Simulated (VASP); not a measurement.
Set up this calculation in VASP 6.6.1, as the native input.

```
Task                   : single point
Functional             : PBE
Potentials or basis    : VASP PAW PBE potentials, release 64 (Ru_pv, Rh_pv, Pd, Ag, Pt)
Cutoff                 : 520 eV
k mesh                 : 3 × 3 × 3
Occupations            : gaussian, width 0.1 eV
Spin                   : no spin polarisation
Dipole correction      : no
Further INCAR settings : LREAL = Auto; ALGO = Fast; EDIFF = 1e-06; NBANDS = 110; ISYM = 0
```

The structure of AgPd3Ru5Pt5Rh2 lies in POSCAR:

```
AgPd3Ru5Pt5Rh2
1.0
   -3.8995027282      3.9159460699     -3.8884606052
    3.9021380796      3.9134882916      3.8833674756
    3.8997896908     -3.9108529403     -3.8836544382
Ru Rh Pd Ag Pt
5 2 3 1 5
Direct
    0.7526381595      0.5079465743      0.7456094155
   -0.0015989656      0.5058706457      0.5101926644
    0.7397693366      0.9934480515      0.2428161893
    0.7428217314      0.7330383034      0.4888434378
    0.2552963829      0.7490010000      0.9921661816
    0.5033609721      0.7463537458      0.7549748064
    0.5117275413      0.5141944134      0.0056926817
    0.2504804201      0.9955341422      0.7479924832
   -0.0018750188      0.9918425597      0.9974472110
   -0.0019508679      0.7491312241      0.2482361688
    0.0034347484      0.2476359345      0.7497486683
    0.5057203499      0.0001474283      0.4980326823
    0.2528610604      0.2563811886      0.5009357909
    0.5099959315      0.2517085057      0.2535929634
    0.2567440342      0.5075433125      0.2534983583
    0.7526943821      0.2517399326      0.0038084444
```

The input as run:

INCAR

```
PREC = Accurate
ENCUT = 520
EDIFF = 1E-6
ISMEAR = 0
SIGMA = 0.1
LREAL = Auto
LASPH = T
NELM = 80
ALGO = Fast
ISIF = 2
LWAVE = F
LCHARG = F
GGA = PE
ISYM = 0
NBANDS = 110
```

KPOINTS

```
Automatic mesh
0
Gamma
  3 3 3
```

Potentials or basis: VASP PAW PBE potentials, release 64 (Ru_pv, Rh_pv, Pd, Ag, Pt).

Launch:

```console
$ cat potpaw_PBE.64/Ru_pv/POTCAR potpaw_PBE.64/Rh_pv/POTCAR potpaw_PBE.64/Pd/POTCAR potpaw_PBE.64/Ag/POTCAR potpaw_PBE.64/Pt/POTCAR > POTCAR
$ mpirun -np 1 vasp_std > vasp.out
```

It gave:

The pressure is -0.3 GPa and the largest force is 0.012 eV/Å. The band gap on the k mesh is zero (an odd number of electrons rules out a gap without spin polarisation).

Caveat: the k points lie up to 0.38 Å⁻¹ apart, too coarse for converged energies and pressures of a metal; spin-orbit coupling is left out, which moves the levels of the heavy elements.

It took 9.7 min on 1 thread of AMD EPYC 9R45 96-Core Processor (Zen 5) (shared host), peak memory 0.48 GiB.
